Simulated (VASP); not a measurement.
# Yb (Im-3m) in VASP: settings compared

Aim: see how the results for Yb move with the level of theory and the settings. Levels: PBE+D3(BJ), PBE. Tasks: single point.

Program: VASP 6.6.1. These are calculated values, not measurements. Logs are shortened: lines on timing, memory, paths and dates and some standing lists are left out, and cuts for length are marked.

**1. The cell of the first run**

It takes space group Im-3m (No. 229, cubic). The conventional cell has a = 3.147 Å, b = 3.147 Å, c = 3.147 Å, α = 90.00°, β = 90.00°, γ = 90.00°. Within 3.6 Å of Yb (site symmetry m-3m) lie 14 Yb at 2.73 to 3.15 Å.

**2. Single point, PBE+D3(BJ)**

File INCAR:

```
PREC = Accurate ; ENCUT = 520
EDIFF = 1E-7 ; ISMEAR = 0
SIGMA = 0.025 ; LREAL = False
LASPH = True ; NELM = 80
ALGO = Normal ; ISIF = 2
LWAVE = False ; LCHARG = True
GGA = PE ; IVDW = 12
LELF = True ; LVHAR = True
NBANDS = 18
```

File KPOINTS:

```
Automatic mesh
0
Gamma
  14 14 14
```

File POSCAR:

```
Yb
1.0
   -1.5734197039      1.5734197039      1.5734197039
    1.5734197039     -1.5734197039      1.5734197039
    1.5734197039      1.5734197039     -1.5734197039
Yb
1
Direct
    0.0000000000      0.0000000000      0.0000000000
```

Potentials or basis: VASP PAW PBE potentials, release 64 (Yb).

Run with:

```console
cat potpaw_PBE.64/Yb/POTCAR > POTCAR
mpirun -np 1 vasp_std > vasp.out
```

OUTCAR:

```text
PREC = Accurate
   ENCUT = 520
   EDIFF = 1E-7
   ISMEAR = 0
   LREAL = False
   LASPH = True
   NELM = 80
   ISIF = 2
   GGA = PE
   IVDW = 12
 IVDW          = 12

 ion  position               nearest neighbor table
   1  0.000  0.000  0.000-

  LATTYP: Found a body centered cubic cell.
 ALAT       =     3.1468394078

  Lattice vectors:

 A1 = (  -1.5734197039,   1.5734197039,   1.5734197039)
 A2 = (   1.5734197039,  -1.5734197039,   1.5734197039)
 A3 = (   1.5734197039,   1.5734197039,  -1.5734197039)

Analysis of symmetry for initial positions (statically):
=====================================================================
 Subroutine PRICEL returns:
 Original cell was already a primitive cell.

 Routine SETGRP: Setting up the symmetry group for a
 body centered cubic supercell.

 Subroutine GETGRP returns: Found 48 space group operations
 (whereof 48 operations were pure point group operations)
 out of a pool of 48 trial point group operations.

The static configuration has the point symmetry O_h .

Analysis of symmetry for dynamics (positions and initial velocities):
=====================================================================
 Subroutine PRICEL returns:
 Original cell was already a primitive cell.

 Routine SETGRP: Setting up the symmetry group for a
 body centered cubic supercell.

 Subroutine GETGRP returns: Found 48 space group operations
 (whereof 48 operations were pure point group operations)
 out of a pool of 48 trial point group operations.

The dynamic configuration has the point symmetry O_h .

 Subroutine INISYM returns: Found 48 space group operations
 (whereof 48 operations are pure point group operations),
 and found     1 'primitive' translations

----------------------------------------------------------------------------------------

                                     Primitive cell

  volume of cell :      15.5809

  direct lattice vectors                    reciprocal lattice vectors
    -1.573419704  1.573419704  1.573419704     0.000000000  0.317779165  0.317779165
     1.573419704 -1.573419704  1.573419704     0.317779165  0.000000000  0.317779165
     1.573419704  1.573419704 -1.573419704     0.317779165  0.317779165  0.000000000

  length of vectors
     2.725242869  2.725242869  2.725242869     0.449407605  0.449407605  0.449407605

  position of ions in fractional coordinates (direct lattice)
     0.000000000  0.000000000  0.000000000

  ion indices of the primitive-cell ions
   primitive index   ion index
                 1           1

----------------------------------------------------------------------------------------

 KPOINTS: Automatic mesh

Automatic generation of k-mesh.
 Grid dimensions read from file:
 generate k-points for:   14   14   14

 Generating k-lattice:

  Cartesian coordinates                     Fractional coordinates (reciprocal lattice)
     0.000000000  0.022698512  0.022698512     0.071428571  0.000000000  0.000000000
     0.022698512  0.000000000  0.022698512     0.000000000  0.071428571  0.000000000
     0.022698512  0.022698512  0.000000000     0.000000000  0.000000000  0.071428571

  Length of vectors
     0.032100543  0.032100543  0.032100543

  Shift w.r.t. Gamma in fractional coordinates (k-lattice)
     0.000000000  0.000000000  0.000000000

 Subroutine IBZKPT returns following result:
 ===========================================

 Found    104 irreducible k-points:

 Following reciprocal coordinates:
            Coordinates               Weight
  0.000000  0.000000  0.000000      1.000000
  0.071429  0.000000  0.000000     12.000000
  0.142857  0.000000  0.000000     12.000000
  0.214286  0.000000  0.000000     12.000000
  0.285714  0.000000  0.000000     12.000000
  0.357143  0.000000  0.000000     12.000000
[... 16 lines left out ...]
  0.285714  0.285714  0.000000     24.000000
  0.357143  0.285714  0.000000     24.000000
 [... further k-points ...]
   k-points           NKPTS =    104   k-points in BZ     NKDIM =    104   number of bands    NBANDS=     18
   number of dos      NEDOS =    301   number of ions     NIONS =      1
   total plane-waves  NPLWV =   8000
   dimension x,y,z NGX =    20 NGY =   20 NGZ =   20
   dimension x,y,z NGXF=    40 NGYF=   40 NGZF=   40
   ions per type =               1
   NGX,Y,Z   is equivalent  to a cutoff of  12.20, 12.20, 12.20 a.u.
   NGXF,Y,Z  is equivalent  to a cutoff of  24.40, 24.40, 24.40 a.u.
 SYSTEM =  unknown system
   PREC   = accura    normal or accurate (medium, high low for compatibility)
   ISTART =      0    job   : 0-new  1-cont  2-samecut
   ICHARG =      2    charge: 1-file 2-atom 10-const
   ISPIN  =      1    spin polarized calculation?
   LNONCOLLINEAR =      F non collinear calculations
   LSORBIT =      F    spin-orbit coupling
   LASPH  =      T    aspherical Exc in radial PAW
   ENCUT  =  520.0 eV  38.22 Ry    6.18 a.u.   5.07  5.07  5.07*2*pi/ulx,y,z
   NELM   =     80;   NELMIN=  2; NELMDL= -5     # of ELM steps
   EDIFF  = 0.1E-06   stopping-criterion for ELM
   LREAL  =      F    real-space projection
   EDIFFG = 0.1E-05   stopping-criterion for IOM
   NSW    =      0    number of steps for IOM
   IBRION =     -1    ionic relax: 0-MD 1-quasi-New 2-CG
   NFREE  =      0    steps in history (QN), initial steepest desc. (CG)
   ISIF   =      2    stress and relaxation
   ISYM   =      2    0-nonsym 1-usesym 2-fastsym
   POTIM  = 0.5000    time-step for ionic-motion
   TEBEG  =    0.0;   TEEND  =   0.0 temperature during run
   PSTRESS=    0.0 pullay stress
   NELECT =      24.0000    total number of electrons
   NUPDOWN=      -1.0000    fix difference up-down
   EMIN   =  10.00;   EMAX   =-10.00  energy-range for DOS
   EFERMI =   0.00;   METHOD = LEGACY
   ISMEAR =     0;   SIGMA  =   0.03  broadening in eV -4-tet -1-fermi 0-gaus
   EFERMI_NEDOS =   21; number of points for ismear=-14 and -15
   IALGO  =     38    algorithm
   IMIX   =      4    mixing-type and parameters
     AMIX     =   0.40;   BMIX     =  1.00
     AMIX_MAG =   1.60;   BMIX_MAG =  1.00
  volume/ion in A,a.u.               =      15.58       105.15
  Fermi-wavevector in a.u.,A,eV,Ry     =   1.890662  3.572834 48.635446  3.574604
  Thomas-Fermi vector in A             =   2.931979
   LORBIT       =      0    0 simple, 1 ext, 2 COOP (PROOUT), +10 PAW based schemes
   GGA     = PE    functional components
   LHFCALC =     F    Hartree Fock is set to
   AEXX    =    0.0000 exact exchange contribution
   IVDW    =    12    specifies the selected vdW correction
   LEPSILON=     F    determine dielectric tensor
   LRPA    =     F    only Hartree local field effects (RPA)
 non-spin polarized calculation
 Gauss-broadening in eV      SIGMA  =   0.03
  energy-cutoff  :      520.00
  volume of cell :       15.58
 maximum number of plane-waves:       432
   NGX = 11   NGY = 11   NGZ = 11

 number of electron      23.9999991 magnetization

 Free energy of the ion-electron system (eV)
  ---------------------------------------------------
  ext. energy  EPLUGINS =         0.00000000
  ---------------------------------------------------
  free energy    TOTEN  =        -1.32266159 eV

  energy without entropy =       -1.32244943  energy(sigma->0) =       -1.32255551

 E-fermi :   4.9578     XC(G=0): -13.9810

 val. band max:        4.9391276565   @ k =  -0.4286  -0.4286   0.2143
 cond. band min:       4.9708466631   @ k =  -0.2857   0.5000   0.0714
 fundamental gap:      0.0317190066
 Fermi energy:         4.9577513343

 k-point     1 :       0.0000    0.0000    0.0000
  band No.  band energies     occupation
      1     -46.9400      2.00000
      2     -17.2998      2.00000
      3     -17.2998      2.00000
      4     -17.2998      2.00000
      5      -0.9434      2.00000
      6       3.7043      2.00000
[... 10 lines left out ...]
     17      12.6594      0.00000
     18      21.1601      0.00000

 k-point     2 :       0.0714    0.0000    0.0000
  band No.  band energies     occupation
      1     -46.9133      2.00000
      2     -17.5298      2.00000
      3     -17.3592      2.00000
      4     -17.3041      2.00000
      5      -0.5826      2.00000
      6       3.6933      2.00000
[... 10 lines left out ...]
     17      12.6582      0.00000
     18      21.4995      0.00000

 k-point     3 :       0.1429    0.0000    0.0000
  band No.  band energies     occupation
      1     -46.8380      2.00000
      2     -18.1353      2.00000
      3     -17.5223      2.00000
      4     -17.3161      2.00000
      5       0.3584      2.00000
      6       3.6712      2.00000
[... 10 lines left out ...]
     17      12.6962      0.00000
     18      22.3767      0.00000

 k-point     4 :       0.2143    0.0000    0.0000
  band No.  band energies     occupation
      1     -46.7276      2.00000
      2     -18.9299      2.00000
      3     -17.7501      2.00000
      4     -17.3340      2.00000
      5       1.4514      2.00000
      6       3.7049      2.00000
[... 10 lines left out ...]
     17      12.8574      0.00000
     18      23.1780      0.00000

 k-point     5 :       0.2857    0.0000    0.0000
  band No.  band energies     occupation
      1     -46.6024      2.00000
      2     -19.7291      2.00000
      3     -17.9930      2.00000
      4     -17.3544      2.00000
      5       2.0215      2.00000
      6       3.7513      2.00000
[... 10 lines left out ...]
     17      13.7845      0.00000
     18      22.5630      0.00000

 k-point     6 :       0.3571    0.0000    0.0000
  band No.  band energies     occupation
      1     -46.4872      2.00000
      2     -20.3930      2.00000
      3     -18.2036      2.00000
      4     -17.3732      2.00000
      5       1.9761      2.00000
      6       3.7533      2.00000
[... 10 lines left out ...]
     17      16.1542      0.00000
     18      20.9078      0.00000

 k-point     7 :       0.4286    0.0000    0.0000
  band No.  band energies     occupation
      1     -46.4061      2.00000
      2     -20.8277      2.00000
      3     -18.3452      2.00000
      4     -17.3866      2.00000
      5       1.7848      2.00000
      6       3.7506      2.00000
[... 10 lines left out ...]
     17      18.5046      0.00000
     18      19.3844      0.00000

 k-point     8 :       0.5000    0.0000    0.0000
  band No.  band energies     occupation
      1     -46.3769      2.00000
      2     -20.9786      2.00000
      3     -18.3950      2.00000
      4     -17.3914      2.00000
      5       1.6990      2.00000
      6       3.7489      2.00000
[... 10 lines left out ...]
     17      18.7117      0.00000
     18      19.7373      0.00000
[... 229 lines left out ...]
     17      20.4811      0.00000
     18      20.7631      0.00000

 k-point    20 :       0.2143    0.2143    0.0000
  band No.  band energies     occupation
      1     -46.4577      2.00000
      2     -20.1815      2.00000
      3     -18.5107      2.00000
      4     -17.6570      2.00000
      5       3.1926      2.00000
      6       3.6645      2.00000
[... 10 lines left out ...]
     17      17.1573      0.00000
     18      22.4961      0.00000

 k-point    21 :       0.2857    0.2143   -0.0000
  band No.  band energies     occupation
      1     -46.3783      2.00000
      2     -20.4052      2.00000
      3     -18.8817      2.00000
      4     -17.7110      2.00000
      5       3.2350      2.00000
      6       3.7333      2.00000
[... 10 lines left out ...]
     17      19.2070      0.00000
     18      22.4486      0.00000

 k-point    22 :       0.3571    0.2143    0.0000
  band No.  band energies     occupation
      1     -46.3339      2.00000
      2     -20.5051      2.00000
      3     -19.1122      2.00000
      4     -17.7358      2.00000
      5       3.1913      2.00000
      6       3.7728      2.00000
[... 10 lines left out ...]
     17      20.7198      0.00000
     18      21.7401      0.00000

 k-point    23 :       0.2857    0.2857    0.0000
  band No.  band energies     occupation
      1     -46.3276      2.00000
      2     -20.3124      2.00000
      3     -19.3629      2.00000
      4     -17.7698      2.00000
      5       3.4072      2.00000
      6       3.7959      2.00000
[... 10 lines left out ...]
     17      20.4818      0.00000
     18      21.9751      0.00000

 k-point    24 :       0.3571    0.2857    0.0000
  band No.  band energies     occupation
      1     -46.3095      2.00000
      2     -20.1843      2.00000
      3     -19.6334      2.00000
      4     -17.7876      2.00000
      5       3.4340      2.00000
      6       3.8319      2.00000
[... 10 lines left out ...]
     17      19.8546      0.00000
     18      22.9272      0.00000

 [... further k-points ...]

------------------------ aborting loop because EDIFF is reached ----------------------------------------

 Edisp (eV)   -0.72599

 E8    (eV) :    -0.3953

  FORCE on cell =-STRESS in cart. coord.  units (eV):
  Direction    XX          YY          ZZ          XY          YZ          ZX
  --------------------------------------------------------------------------------------
  -------------------------------------------------------------------------------------
  Total       6.33107     6.33107     6.33107    -0.00000    -0.00000     0.00000
  in kB     651.01981   651.01981   651.01981    -0.00000    -0.00000     0.00000
  external pressure =      651.02 kB  Pullay stress =        0.00 kB

 VOLUME and BASIS-vectors are now :
 -----------------------------------------------------------------------------
  energy-cutoff  :      520.00
  volume of cell :       15.58
      direct lattice vectors                 reciprocal lattice vectors
    -1.573419704  1.573419704  1.573419704     0.000000000  0.317779165  0.317779165
     1.573419704 -1.573419704  1.573419704     0.317779165  0.000000000  0.317779165
     1.573419704  1.573419704 -1.573419704     0.317779165  0.317779165  0.000000000

 POSITION                                       TOTAL-FORCE (eV/Angst)
 -----------------------------------------------------------------------------------
      0.00000      0.00000      0.00000         0.000000     -0.000000     -0.000000
 -----------------------------------------------------------------------------------
    total drift:                                0.000000     -0.000000      0.000000

  FREE ENERGIE OF THE ION-ELECTRON SYSTEM (eV)
  ---------------------------------------------------
  free  energy   TOTEN  =        -2.0486514841 eV

  energy  without entropy=       -2.0484393223  energy(sigma->0) =       -2.04854540
```

Wall time 24 s (1 thread of Intel Xeon 6975P-C (Granite Rapids), shared host); peak memory 0.17 GiB.

Results:

| Quantity | Value |
| --- | --- |
| Free energy | -2.0487 eV |
| Pressure | 65.1 GPa |
| Band gap on the k mesh | zero (band 12 reaches 6.21 eV, above the bottom of band 13 at 4.39 eV) |
| Dispersion energy per atom | -0.726 eV |

Caveat: spin-orbit coupling is left out, which moves the levels of the heavy elements; pairwise dispersion overbinds metals, which lowers pressure and volume.

**3. Single point, PBE (volume scaled by 0.55)**

File INCAR:

```
SYSTEM = Yb
ALGO     = Normal         ! electronic algorithm
EDIFF    = 1E-7           ! SCF threshold, eV
ENCUT    = 520            ! plane-wave cutoff, eV
GGA      = PE             ! functional
ISIF     = 2              ! what is computed and relaxed
ISMEAR   = -1             ! smearing method
LASPH    = .True.         ! aspherical terms in the spheres
LCHARG   = .True.         ! write CHGCAR
LELF     = .True.         ! ELF
LREAL    = .False.        ! projectors in reciprocal space
LVHAR    = .True.       
LWAVE    = .False.        ! write WAVECAR
NBANDS   = 18             ! bands
NELM     = 80             ! most SCF steps
PREC     = Accurate       ! precision mode
SIGMA    = 0.08           ! smearing width, eV
```

File KPOINTS:

```
k-points
0
Gamma
  14 14 14
  0 0 0
```

File POSCAR:

```
Yb
1.0
   -1.6822659052      1.6822659052      1.6822659052
    1.6822659052     -1.6822659052      1.6822659052
    1.6822659052      1.6822659052     -1.6822659052
Yb
1
Direct
    0.0000000000      0.0000000000      0.0000000000
```

Potentials or basis: VASP PAW PBE potentials, release 64 (Yb).

Run with:

```console
cat potpaw_PBE.64/Yb/POTCAR > POTCAR
mpirun -np 1 vasp_std > vasp.out
```

Run time: 25 s. Hardware: 1 thread of Intel Xeon 6975P-C (Granite Rapids), shared host; peak memory 0.18 GiB.

Results (log left out):

```
Free energy            : -2.4789 eV
Pressure               : 37.3 GPa
Band gap on the k mesh : zero (band 12 reaches 4.85 eV, above the bottom of band 13 at 3.51 eV)
```

Levels at points of the mesh, in eV from the Fermi level:
```csv
k point,band 8,band 9,band 10,band 11,band 12,band 13,band 14,band 15,band 16,band 17
"(0.00, 0.00, 0.00)",-0.93,-0.50,-0.50,-0.50,-0.40,3.57,3.57,3.57,6.91,6.91
"(0.50, 0.00, 0.00)",-0.75,-0.58,-0.54,-0.52,-0.46,0.65,3.97,7.16,8.56,12.22
"(0.50, 0.50, 0.50)",-0.72,-0.72,-0.72,-0.47,-0.47,-0.47,10.82,10.82,10.82,11.05
```

Caveat: spin-orbit coupling is left out, which moves the levels of the heavy elements. Spin polarisation is off, so any magnetic state and its effect on volume and gap are missing.
